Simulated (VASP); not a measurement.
Ba: single point with BLYP

Ba:

```xyz
1
Lattice="-2.5514 2.5514 2.5514 2.5514 -2.5514 2.5514 2.5514 2.5514 -2.5514" Properties=species:S:1:pos:R:3 pbc="T T T"
Ba    0.0000    0.0000    0.0000
```

```yaml
Program: VASP 6.6.1
Task: single point
Functional: BLYP
Potentials_or_basis: VASP PAW PBE potentials, release 64 (Ba_sv)
Cutoff: 520 eV
k_mesh: 5 × 5 × 5
Occupations: fermi-dirac, width 0.1 eV
Spin: no spin polarisation
```

* Pressure: 0.0 GPa
* Band gap on the k mesh: zero (band 5 reaches 2.12 eV, above the bottom of band 6 at 1.64 eV)

Levels at points of the mesh, in eV from the Fermi level:
| k point | band 1 | band 2 | band 3 | band 4 | band 5 | band 6 | band 7 | band 8 | band 9 | band 10 |
| --- | --- | --- | --- | --- | --- | --- | --- | --- | --- | --- |
| (0.00, 0.00, 0.00) | -29.09 | -14.12 | -14.12 | -14.12 | -2.70 | 1.60 | 1.60 | 1.60 | 2.88 | 2.88 |

Wall time 13 s on 1 thread of Intel(R) Xeon(R) Platinum 8488C (Sapphire Rapids), on a shared host, peak memory 0.19 GiB.

Caveat: the PAW data sets were made with another functional, which shifts forces and pressure a little; spin-orbit coupling is left out, which moves the levels of the heavy elements.
